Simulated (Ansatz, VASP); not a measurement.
# Re in VASP and in Ansatz

Contents of INCAR:

```
SYSTEM = Re
PREC = Accurate
ENCUT = 600
EDIFF = 1E-6
ISMEAR = 0
SIGMA = 0.1
LREAL = .FALSE.
LASPH = .TRUE.
NELM = 80
ALGO = Fast
ISIF = 3
LWAVE = .FALSE.
LCHARG = .FALSE.
GGA = PS
IBRION = 2
NSW = 100
EDIFFG = -0.01
```

Contents of KPOINTS:

```
Automatic mesh
0
G
  18 18 18
  0 0 0
```

File POSCAR:

```
Re
1.0
    0.0000000000      2.7974518906      2.7974518906
    2.7974518906      0.0000000000      2.7974518906
    2.7974518906      2.7974518906      0.0000000000
Re
2
Direct
    0.0000000000      0.0000000000      0.0000000000
    0.2500000000      0.2500000000      0.2500000000
```

Input for Ansatz:

```yaml
crystal:
  lattice:
    - [0.0, 2.7974518906, 2.7974518906]
    - [2.7974518906, 0.0, 2.7974518906]
    - [2.7974518906, 2.7974518906, 0.0]
  atoms:
    - { symbol: Re, position: [0.0, 0.0, 0.0] }
    - { symbol: Re, position: [0.25, 0.25, 0.25] }
basis:
  ecutwfc: 420
kpoints:
  mp_grid: { grid: [18, 18, 18] }
hamiltonian:
  xc: pbesol
scf:
  occupations: { method: gaussian, width: 0.1 }
output:
  forces: true
  stress: true
  eigenvalues: true
relax:
  adjacent_minimum: "off"
  f_tol: 0.01
  max_steps: 80
  cell: { stress_tol: 0.05 }
```

Alike in both runs: task relaxation of cell and atoms; functional PBEsol; k mesh 18 × 18 × 18; occupations gaussian, width 0.1 eV; no spin polarisation.

|  | VASP | Ansatz |
| --- | --- | --- |
| version | VASP 6.6.1 | Ansatz 0.2.0 |
| potentials or method | VASP PAW PBE potentials, release 64 (Re), cutoff 600 eV | scalar-relativistic, plane waves, PAW |
| valence electrons in the cell | 14 | 30 |

Ansatz gave:

- gap on the k mesh at the Fermi level, each at its own relaxed structure (eV): none
- relaxed volume (Å³/atom): 21.88
- relaxed cell length with the largest relative difference (Å): 3.955

Problem. Which values does VASP return?

Solution. gap on the k mesh at the Fermi level, each at its own relaxed structure (eV): none; relaxed volume (Å³/atom): 21.69; relaxed cell length with the largest relative difference (Å): 3.944.

VASP's potentials were made for PBE, not for PBEsol. A gap of «none» marks a metal or a gap that the smearing closes. VASP's potentials hold 14 valence electrons a cell and Ansatz's 30, so a difference there can come from the potentials and not from the codes.

Neither program's run includes spin-orbit coupling.
